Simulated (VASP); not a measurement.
GaAs:

```xyz
2
Lattice="0.0000 2.8268 2.8268 2.8268 0.0000 2.8268 2.8268 2.8268 0.0000" Properties=species:S:1:pos:R:3 pbc="T T T"
Ga    0.0000    0.0000    0.0000
As    1.4134    1.4134    1.4134
```

| Property | Result |
| --- | --- |
| Program | VASP 6.6.1 |
| Task | relaxation of cell and atoms |
| Functional | PBE |
| Potentials or basis | VASP PAW PBE potentials, release 64 (Ga_d, As) |
| Cutoff | 600 eV |
| k mesh | 8 × 8 × 8 |
| Occupations | fermi-dirac, width 0.02 eV |
| Spin | no spin polarisation |

At the start: pressure 3.4 GPa; volume 22.59 Å³/atom.

Question: How do energy, volume and symmetry change on relaxing?

Answer: Over 8 steps the energy falls by 11.9 meV/atom and the volume is 23.76 Å³/atom (+5.2 %); space group F-43m (No. 216, to 0.05 Å).

Step by step:
| step | energy change (eV) | largest force (eV/Å) | pressure (GPa) | volume (Å³) |
| --- | --- | --- | --- | --- |
| 1 | 0.0000 | 0.0000 | 3.43 | 45.18 |
| 2 | -0.0208 | 0.0000 | -0.99 | 48.42 |
| 3 | -0.0239 | 0.0000 | 0.07 | 47.53 |
| 4 | -0.0238 | 0.0000 | -0.13 | 47.59 |
| 5 | -0.0239 | 0.0000 | 0.07 | 47.46 |
| 6 | -0.0239 | 0.0000 | -0.03 | 47.52 |
| 7 | -0.0239 | 0.0000 | 0.06 | 47.50 |
| 8 | -0.0239 | 0.0000 | -0.02 | 47.51 |

Final structure:
```
Ga As
1.0
     0.00000    2.87465    2.87465
     2.87465    0.00000    2.87465
     2.87465    2.87465    0.00000
Ga As
1 1
Direct
  0.00000 0.00000 0.00000
  0.25000 0.25000 0.25000
```
